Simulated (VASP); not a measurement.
Write the native input for VASP 6.6.1 that does the following.

| Quantity | Value |
| --- | --- |
| Task | relaxation of cell and atoms |
| Functional | PBE |
| Potentials or basis | VASP PAW PBE potentials, release 64 (Si, C) |
| Cutoff | 600 eV |
| k mesh | 8 × 8 × 8 |
| Occupations | gaussian, width 0.01 eV |
| Spin | no spin polarisation |
| Dipole correction | no |
| Further INCAR settings | ALGO = Normal; EDIFF = 1e-06; IBRION = 2; EDIFFG = -0.002; NSW = 80; ISIF = 3 |

The structure of SiC (3C silicon carbide) lies in POSCAR:

```
SiC
1.0
    0.0000000000      2.1800000000      2.1800000000
    2.1800000000      0.0000000000      2.1800000000
    2.1800000000      2.1800000000      0.0000000000
Si C
1 1
Direct
    0.0000000000      0.0000000000      0.0000000000
    0.2500000000      0.2500000000      0.2500000000
```

These files were run (other wordings do the same):

INCAR

```
SYSTEM = SiC
PREC = Accurate ; ENCUT = 600
EDIFF = 1E-6 ; ISMEAR = 0
SIGMA = 0.01 ; LREAL = .FALSE.
LASPH = .TRUE. ; NELM = 60
ALGO = Normal ; ISIF = 3
LWAVE = .FALSE. ; LCHARG = .FALSE.
GGA = PE ; IBRION = 2
NSW = 80 ; EDIFFG = -0.002
```

KPOINTS

```
Automatic mesh
0
G
  8 8 8
  0 0 0
```

Potentials or basis: VASP PAW PBE potentials, release 64 (Si, C).

Run with:

```bash
$ cat potpaw_PBE.64/Si/POTCAR potpaw_PBE.64/C/POTCAR > POTCAR
$ mpirun -np 1 vasp_std > vasp.out
```

Results of the run:

- Relaxed volume: 10.49 Å³/atom
- Relaxed cell: a = 3.096 Å, b = 3.096 Å, c = 3.096 Å, α = 60.00°, β = 60.00°, γ = 60.00°
- Space group after relaxing (to 0.05 Å): F-43m (No. 216)
- Energy gained by relaxing: 1.1 meV/atom
- Ionic steps: 3
- Pressure after relaxing: 0.0 GPa
- Band gap on the k mesh: 1.37 eV, indirect (least direct gap 4.53 eV)

It took 9.6 s on 1 thread of Intel(R) Xeon(R) 6975P-C (Granite Rapids), with other jobs on the host, peak memory 0.15 GiB.
